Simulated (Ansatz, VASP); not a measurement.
## InSb: VASP beside Ansatz

```
In Sb
1.0
     0.00000    3.23910    3.22290
     3.23910    0.00000    3.22290
     3.23910    3.23910    0.00000
In Sb
1 1
Cartesian
  0.0000 0.0000 0.0000
  4.8586 4.8586 4.8344
```

Change from the starting cell: strain -0.0050 x Voigt [0, 0, 1, 0, 0, 0], atoms carried along.

Alike in both runs: task single point; functional r2SCAN; k mesh 10 × 10 × 10; occupations gaussian, width 0.03 eV; no spin polarisation.

|  | VASP | Ansatz |
| --- | --- | --- |
| version | VASP 6.6.1 | Ansatz 0.2.0 |
| potentials or method | VASP PAW PBE potentials, release 64 (In_d, Sb), cutoff 520 eV | scalar-relativistic, plane waves, PAW |
| valence electrons in the cell | 18 | 28 |

Ansatz gave:

* gap on the k mesh at the Fermi level (eV): 0.26
* least direct gap on the mesh (eV): 0.26
* pressure (GPa): 2.0
* traceless stress, the component that is largest in VASP (GPa): 0.10

**Question.** Which values does VASP return?

**Answer.** gap on the k mesh at the Fermi level (eV): 0.25; least direct gap on the mesh (eV): 0.25; pressure (GPa): 2.0; traceless stress, the component that is largest in VASP (GPa): 0.10.

VASP's potentials were made for PBE, not for r2SCAN. VASP's potentials hold 18 valence electrons a cell and Ansatz's 28, so a difference there can come from the potentials and not from the codes.

Spin-orbit coupling is off throughout.
